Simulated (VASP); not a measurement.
# TiC (Fm-3m) in VASP: further runs, part 2 of 2

VASP 6.6.1. The steps go on from the part before.

### Step 4. Single point, r2SCAN

This run uses another cell than the first one, of 9.93 Å³/atom, 1.043 times its volume.

Input file POSCAR:

```
TiC
1.0
    0.0000000000      2.1497313100      2.1497313100
    2.1497313100      0.0000000000      2.1497313100
    2.1497313100      2.1497313100      0.0000000000
Ti C
1 1
Direct
    0.0000000000      0.0000000000      0.0000000000
    0.5000000000      0.5000000000      0.5000000000
```

Input file INCAR.step1:

```
PREC = Accurate ; ENCUT = 520
ISMEAR = -1 ; SIGMA = 0.1
LREAL = False ; LASPH = True
NELM = 80 ; NBANDS = 15
GGA = PE ; ALGO = Normal
EDIFF = 1E-4 ; LWAVE = True
LCHARG = False
```

Input file INCAR.step2:

```
PREC = Accurate ; ENCUT = 520
EDIFF = 1E-7 ; ISMEAR = -1
SIGMA = 0.1 ; LREAL = False
LASPH = True ; NELM = 80
ALGO = Normal ; ISIF = 2
LWAVE = False ; LCHARG = False
METAGGA = R2SCAN ; LMIXTAU = True
NBANDS = 15 ; ISTART = 1
```

Input file KPOINTS:

```
Automatic mesh
0
Gamma
  13 13 13
```

Potentials or basis: VASP PAW PBE potentials, release 64 (Ti_sv, C).

Launch:

```console
$ cat potpaw_PBE.64/Ti_sv/POTCAR potpaw_PBE.64/C/POTCAR > POTCAR
$ cp INCAR.step1 INCAR
$ mpirun -np 1 vasp_std > vasp.out
$ cp INCAR.step2 INCAR
$ mpirun -np 1 vasp_std > vasp.out
```

OUTCAR:

```text
PREC = Accurate
   ENCUT = 520
   EDIFF = 1E-7
   ISMEAR = -1
   LREAL = False
   LASPH = True
   NELM = 80
   ISIF = 2
   METAGGA = R2SCAN
   ISTART = 1

 ion  position               nearest neighbor table
   1  0.000  0.000  0.000-   2 2.15   2 2.15   2 2.15   2 2.15   2 2.15   2 2.15
   2  0.500  0.500  0.500-   1 2.15   1 2.15   1 2.15   1 2.15   1 2.15   1 2.15

  LATTYP: Found a face centered cubic cell.
 ALAT       =     4.2994626200

  Lattice vectors:

 A1 = (   0.0000000000,   2.1497313100,   2.1497313100)
 A2 = (   2.1497313100,   0.0000000000,   2.1497313100)
 A3 = (   2.1497313100,   2.1497313100,   0.0000000000)

Analysis of symmetry for initial positions (statically):
=====================================================================
 Subroutine PRICEL returns:
 Original cell was already a primitive cell.

 Routine SETGRP: Setting up the symmetry group for a
 face centered cubic supercell.

 Subroutine GETGRP returns: Found 48 space group operations
 (whereof 48 operations were pure point group operations)
 out of a pool of 48 trial point group operations.

The static configuration has the point symmetry O_h .

Analysis of symmetry for dynamics (positions and initial velocities):
[... 164 lines left out ...]

 k-point     1 :       0.0000    0.0000    0.0000
  band No.  band energies     occupation
      1     -49.1542      2.00000
      2     -24.1207      2.00000
      3     -24.1206      2.00000
      4     -24.1206      2.00000
      5      -3.5589      2.00000
      6      10.6282      0.00032
      7      10.6282      0.00032
      8      10.6282      0.00032
      9      11.4472      0.00000
     10      11.4472      0.00000
     11      11.4472      0.00000
     12      11.5213      0.00000
     13      11.5213      0.00000
     14      21.2901      0.00000
[... 401 lines left out ...]
      2     -24.6024      2.00000
      3     -24.2315      2.00000
      4     -24.2040      2.00000
      5      -0.5373      2.00000
      6       4.5538      2.00000
      7       6.6097      2.00000
      8       7.1695      2.00000
      9      11.9947      0.00000
     10      13.0919      0.00000
     11      14.0130      0.00000
     12      16.7333      0.00000
     13      17.5432      0.00000
     14      20.9936      0.00000
     15      25.4705      0.00000

 [... further k-points ...]
[... 5 lines left out ...]
  --------------------------------------------------------------------------------------
  -------------------------------------------------------------------------------------
  Total        0.7931175      0.7931175      0.7931175      0.0000000      0.0000000     -0.0000000
  in kB       63.9536845     63.9536845     63.9536845      0.0000000      0.0000000     -0.0000000
  external PRESSURE =      63.9536845 kB  Pullay stress =       0.0000000 kB

 VOLUME and BASIS-vectors are now :
 -----------------------------------------------------------------------------
  energy-cutoff  :      520.00
  volume of cell :       19.87
      direct lattice vectors                 reciprocal lattice vectors
     0.000000000  2.149731310  2.149731310    -0.232587206  0.232587206  0.232587206
     2.149731310  0.000000000  2.149731310     0.232587206 -0.232587206  0.232587206
     2.149731310  2.149731310  0.000000000     0.232587206  0.232587206 -0.232587206

 POSITION                                       TOTAL-FORCE (eV/Angst)
 -----------------------------------------------------------------------------------
      0.00000      0.00000      0.00000         0.000000      0.000000     -0.000000
      2.14973      2.14973      2.14973        -0.000000     -0.000000      0.000000
 -----------------------------------------------------------------------------------
    total drift:                                0.000000     -0.000000     -0.000000

  FREE ENERGIE OF THE ION-ELECTRON SYSTEM (eV)
  ---------------------------------------------------
  free  energy   TOTEN  =       -24.8640398305 eV

  energy  without entropy=      -24.8559668418  energy(sigma->0) =      -24.86000334
```

It took 39 s on 1 thread of Intel Xeon 6975P-C (Granite Rapids), shared host; peak memory 0.16 GiB.

What came out:

```
Free energy            : -24.8640 eV
Pressure               : 6.4 GPa
Band gap on the k mesh : zero (band 8 reaches 10.63 eV, above the bottom of band 9 at 9.30 eV)
```

Caveat: the PAW data sets were made with another functional, which shifts forces and pressure a little.

### Step 5. Summary

```csv
cell,gap on the mesh (eV),pressure (GPa)
"a = 2.998 Å, angles 60.0°, 2 atoms",none,19.3
"a = 3.019 Å, angles 60.0°, 2 atoms",none,12.5
"a = 3.040 Å, angles 60.0°, 2 atoms",none,6.4
```

Alike in all rows: task single point; level r2SCAN; potentials or basis VASP PAW PBE potentials, release 64 (Ti_sv, C); no spin polarisation; k mesh 13 × 13 × 13; cutoff (eV) 520; smearing fermi-dirac 0.1 eV.

Caveats: the PAW data sets were made with another functional, which shifts forces and pressure a little.

Absolute energies hang on the potentials; compare differences alone.
